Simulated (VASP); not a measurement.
Set up this calculation in VASP 6.6.1, as the native input.

| Property | Result |
| --- | --- |
| Task | single point |
| Functional | PBE |
| Potentials or basis | VASP PAW PBE potentials, release 64 (Sr_sv, O) |
| Cutoff | 520 eV |
| k mesh | 8 × 8 × 8 |
| Occupations | fermi-dirac, width 0.02 eV |
| Spin | no spin polarisation |
| Dipole correction | no |
| Further INCAR settings | ALGO = Normal; EDIFF = 1e-06; NBANDS = 15 |

The structure of SrO lies in POSCAR:

```
SrO
1.0
    0.0000000000      2.6529457192      2.9935933849
    2.6529457192      0.0000000000      2.9935933849
    2.6529457192      2.6529457192      0.0000000000
Sr O
1 1
Direct
    0.0000000000      0.0000000000      0.0000000000
    0.2500000000      0.2500000000      0.2500000000
```

This cell differs from its parent crystal: epitaxial xy strain -5.0%.

One way to write it, as run:

INCAR

```
  PREC = Accurate
  ENCUT = 520
  EDIFF = 1E-6
  ISMEAR = -1
  SIGMA = 0.02
  LREAL = F
  LASPH = T
  NELM = 60
  ALGO = Normal
  ISIF = 2
  LWAVE = F
  LCHARG = F
  GGA = PE
  NBANDS = 15
```

KPOINTS

```
regular mesh
0
Gamma
  8 8 8
```

Potentials or basis: VASP PAW PBE potentials, release 64 (Sr_sv, O).

Launch:

```sh
$ cat potpaw_PBE.64/Sr_sv/POTCAR potpaw_PBE.64/O/POTCAR > POTCAR
$ mpirun -np 1 vasp_std > vasp.out
```

Results of the run:

```json
{
  "Pressure": "3.2 GPa",
  "Band gap on the k mesh": "2.54 eV, indirect (least direct gap 3.43 eV)"
}
```

Caveat: the cell differs from its parent crystal (epitaxial xy strain -5.0%).

Run time: 20 s on 1 thread of Intel(R) Xeon(R) Platinum 8488C (Sapphire Rapids) (shared host), peak memory 0.18 GiB.
